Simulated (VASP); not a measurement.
Here is a VASP 6.6.1 calculation.

The input INCAR:

```
PREC = Accurate
ENCUT = 520
EDIFF = 1E-7
ISMEAR = 0
SIGMA = 0.1
LREAL = False
LASPH = True
NELM = 60
ALGO = Normal
ISIF = 2
LWAVE = False
LCHARG = False
GGA = PS
NBANDS = 33
```

KPOINTS

```
Automatic mesh
0
Gamma
  12 12 12
```

File POSCAR:

```
TaN
1.0
    5.1042509343      0.0000000000      0.0000000000
   -2.5521254672      4.4204109764      0.0000000000
    0.0000000000      0.0000000000      2.8843876666
Ta N
3 3
Direct
    0.0000000000      0.0000000000      0.0000000000
    0.3333333333      0.6666666667      0.5000000000
    0.6666666667      0.3333333333      0.5000000000
    0.5000000000      0.0000000000      0.0000000000
    0.5000000000      0.5000000000      0.0000000000
    0.0000000000      0.5000000000      0.0000000000
```

Potentials or basis: VASP PAW PBE potentials, release 64 (Ta_pv, N).

The run is started by

```sh
$ cat potpaw_PBE.64/Ta_pv/POTCAR potpaw_PBE.64/N/POTCAR > POTCAR
$ mpirun -np 1 vasp_std > vasp.out
```

(1) Predict the pressure.

(2) What does it give for the band gap on the k mesh?

Results:

(1) 16.2 GPa.

(2) zero (band 24 reaches 9.47 eV, above the bottom of band 25 at 7.14 eV).

Caveat: the PAW data sets were made with another functional, which shifts forces and pressure a little; spin-orbit coupling is left out, which moves the levels of the heavy elements.
